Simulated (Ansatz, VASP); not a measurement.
## One calculation of Mg3CdS4, two programs

```xyz
8
Lattice="5.3062 0.0000 0.0000 0.0000 5.3062 0.0000 -2.6531 -2.6531 5.3162" Properties=species:S:1:pos:R:3 pbc="T T T"
Mg    2.6531    2.6531    5.3162
Mg    0.0000    2.6531    2.6581
Mg    2.6531    0.0000    2.6581
Cd    2.6531    2.6531    0.0000
S     2.6531    2.6531    2.7413
S     0.0000    0.0000    2.5749
S     0.0000    2.6531    0.0000
S     2.6531    0.0000    0.0000
```

Alike in both runs: task single point; functional PBE; k mesh 4 × 4 × 4; occupations gaussian, width 0.1 eV; no spin polarisation.

|  | VASP | Ansatz |
| --- | --- | --- |
| version | VASP 6.6.1 | Ansatz 0.2.0 |
| potentials or method | VASP PAW PBE potentials, release 64 (Mg, Cd, S), cutoff 520 eV | scalar-relativistic, plane waves, PAW |
| valence electrons in the cell | 42 | 74 |

|  | VASP | Ansatz | Ansatz less VASP |
| --- | --- | --- | --- |
| gap on the k mesh at the Fermi level (eV) | 0.94 | 0.95 | +0.008 |
| least direct gap on the mesh (eV) | 1.87 | 1.89 | +0.016 |
| pressure (GPa) | -0.1 | 0.0 | +0.08 |
| rms of the force components (eV/Å) | 0.008 | 0.000 | -0.0080 |

Atom by atom the forces differ by 0.008 eV/Å (rms over components). VASP's potentials hold 42 valence electrons a cell and Ansatz's 74, so a difference there can come from the potentials and not from the codes.
